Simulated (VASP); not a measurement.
A run of VASP 6.6.1 is set up as follows.

Contents of POSCAR:

```
I
1.0
   -2.0321027788      2.0321027788      2.0321027788
    2.0321027788     -2.0321027788      2.0321027788
    2.0321027788      2.0321027788     -2.0321027788
I
1
Direct
    0.0000000000      0.0000000000      0.0000000000
```

Contents of INCAR.step1:

```
PREC = Accurate
ENCUT = 520
ISMEAR = -1
SIGMA = 0.01
LREAL = F
LASPH = T
NELM = 80
NBANDS = 10
GGA = PE
ALGO = Normal
EDIFF = 1E-4
LWAVE = T
LCHARG = F
```

INCAR.step2

```
PREC = Accurate
ENCUT = 520
EDIFF = 1E-6
ISMEAR = -1
SIGMA = 0.01
LREAL = F
LASPH = T
NELM = 80
ALGO = Normal
ISIF = 2
LWAVE = F
LCHARG = F
METAGGA = R2SCAN
LMIXTAU = T
NBANDS = 10
ISTART = 1
```

The input KPOINTS:

```
regular mesh
0
Gamma
  8 8 8
```

Potentials or basis: VASP PAW PBE potentials, release 64 (I).

Command:

```console
$ cat potpaw_PBE.64/I/POTCAR > POTCAR
$ cp INCAR.step1 INCAR
$ mpirun -np 1 vasp_std > vasp.out
$ cp INCAR.step2 INCAR
$ mpirun -np 1 vasp_std > vasp.out
```

(1) Predict the pressure.

Answers

(1) 2.4 GPa.

Caveat: the PAW data sets were made with another functional, which shifts forces and pressure a little; an odd number of electrons without spin polarisation forces a metal; a magnetic or distorted state may lie lower.
